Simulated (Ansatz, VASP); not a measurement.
Two plane-wave programs on TePb

```
Te Pb
1.0
     0.00000    3.06565    3.22700
     3.06565    0.00000    3.22700
     3.06565    3.06565    0.00000
Te Pb
1 1
Direct
  0.50000 0.50000 0.50000
  0.00000 0.00000 0.00000
```

Change from the starting cell: strain -0.050 along x and y, +0.000 along z, atoms carried along.

Alike in both runs: task single point; functional r2SCAN; k mesh 8 × 8 × 8; occupations gaussian, width 0.05 eV; no spin polarisation.

|  | VASP | Ansatz |
| --- | --- | --- |
| version | VASP 6.6.1 | Ansatz 0.2.0 |
| potentials or method | VASP PAW PBE potentials, release 64 (Te, Pb_d), cutoff 520 eV | scalar-relativistic, plane waves, PAW |
| valence electrons in the cell | 20 | 30 |

Ansatz gave:

* gap on the k mesh at the Fermi level (eV): 0.50
* least direct gap on the mesh (eV): 0.50
* pressure (GPa): 8.6
* traceless stress, the component that is largest in VASP (GPa): -6.16

Q: What did VASP give for the same quantities?

A: gap on the k mesh at the Fermi level (eV): 0.50; least direct gap on the mesh (eV): 0.50; pressure (GPa): 8.6; traceless stress, the component that is largest in VASP (GPa): -6.18.

VASP's potentials were made for PBE, not for r2SCAN. VASP's potentials hold 20 valence electrons a cell and Ansatz's 30, so a difference there can come from the potentials and not from the codes.

Spin-orbit coupling is off throughout.
